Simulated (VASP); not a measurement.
Crystal: Al2GaP2.

```
CELL_PARAMETERS angstrom
3.36746 0.00000 0.00000
0.00000 3.36746 0.00000
0.00000 0.00000 8.80994
ATOMIC_POSITIONS crystal
Al 0.00000 0.00000 0.40438
Al 0.50000 0.50000 0.05425
Ga 0.50000 0.50000 0.53289
P 0.00000 0.00000 0.13526
P 0.50000 0.50000 0.79304
```

* Program: VASP 6.6.1
* Task: relaxation of cell and atoms
* Functional: PBE
* Potentials or basis: VASP PAW PBE potentials, release 64 (Al, Ga_d, P)
* Cutoff: 600 eV
* k mesh: 6 × 6 × 2
* Occupations: gaussian, width 0.1 eV
* Spin: no spin polarisation

At the start: pressure -0.1 GPa; volume 19.98 Å³/atom.

Where does the relaxation end?

Over 8 steps the energy falls by 5.3 meV/atom and the volume is 19.99 Å³/atom (+0.1 %); space group P4mm (No. 99, to 0.05 Å).

Step by step:
| step | energy change (eV) | largest force (eV/Å) | pressure (GPa) | volume (Å³) |
| --- | --- | --- | --- | --- |
| 1 | 0.0000 | 0.5213 | -0.07 | 99.90 |
| 2 | -0.0159 | 0.2910 | 0.23 | 99.77 |
| 3 | -0.0166 | 0.2749 | 0.17 | 99.79 |
| 4 | -0.0219 | 0.1230 | -0.12 | 100.06 |
| 5 | -0.0226 | 0.1292 | -0.26 | 100.20 |
| 6 | -0.0259 | 0.0827 | 0.03 | 99.89 |
| 7 | -0.0261 | 0.1031 | 0.13 | 99.78 |
| 8 | -0.0267 | 0.0389 | -0.02 | 99.97 |

Final structure:
```xyz
5
Lattice="3.3829 0.0000 0.0000 0.0000 3.3829 0.0000 0.0000 0.0000 8.7357" Properties=species:S:1:pos:R:3 pbc="T T T"
Al    0.0000    0.0000    3.4980
Al    1.6915    1.6915    0.5452
Ga    1.6915    1.6915    4.6411
P     0.0000    0.0000    1.1665
P     1.6915    1.6915    6.9201
```

Caveat: the bands computed are all filled at some k points, so no gap is given.
